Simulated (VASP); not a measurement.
Wanted: the native input for a VASP 6.6.1 run.

```yaml
Task: single point
Functional: PBE
Potentials_or_basis: VASP PAW PBE potentials, release 64 (W_sv)
Cutoff: 520 eV
k_mesh: 18 × 18 × 18
Occupations: gaussian, width 0.1 eV
Spin: no spin polarisation
Dipole_correction: no
Further_INCAR_settings: ALGO = Normal; EDIFF = 1e-06; NBANDS = 13
```

The structure of W lies in POSCAR:

```
W
1.0
    2.5691412672      0.0000000000      0.0000000000
    0.0000000000      2.5691412672      0.0000000000
    0.0000000000      0.0000000000      2.5691412672
W
1
Direct
    0.0000000000      0.0000000000      0.0000000000
```

One way to write it, as run:

INCAR

```
SYSTEM = W
ALGO     = Normal         ! electronic algorithm
EDIFF    = 1E-6           ! SCF threshold, eV
ENCUT    = 520            ! plane-wave cutoff, eV
GGA      = PE             ! functional
ISIF     = 2              ! what is computed and relaxed
ISMEAR   = 0              ! smearing method
LASPH    = .TRUE.         ! aspherical terms in the spheres
LCHARG   = .FALSE.        ! write CHGCAR
LREAL    = .FALSE.        ! projectors in reciprocal space
LWAVE    = .FALSE.        ! write WAVECAR
NBANDS   = 13             ! bands
NELM     = 100            ! most SCF steps
PREC     = Accurate       ! precision mode
SIGMA    = 0.1            ! smearing width, eV
```

KPOINTS

```
k-points
0
G
  18 18 18
  0 0 0
```

Potentials or basis: VASP PAW PBE potentials, release 64 (W_sv).

Run with:

```bash
$ cat potpaw_PBE.64/W_sv/POTCAR > POTCAR
$ mpirun -np 1 vasp_std > vasp.out
```

Results of the run:

- Pressure: 21.0 GPa
- Band gap on the k mesh: zero (band 7 reaches 12.39 eV, above the bottom of band 8 at 9.35 eV)

Caveat: spin-orbit coupling is left out, which moves the levels of the heavy elements.

It took 15 s on 1 thread of Intel(R) Xeon(R) 6975P-C (Granite Rapids), with other jobs on the host, peak memory 0.15 GiB.
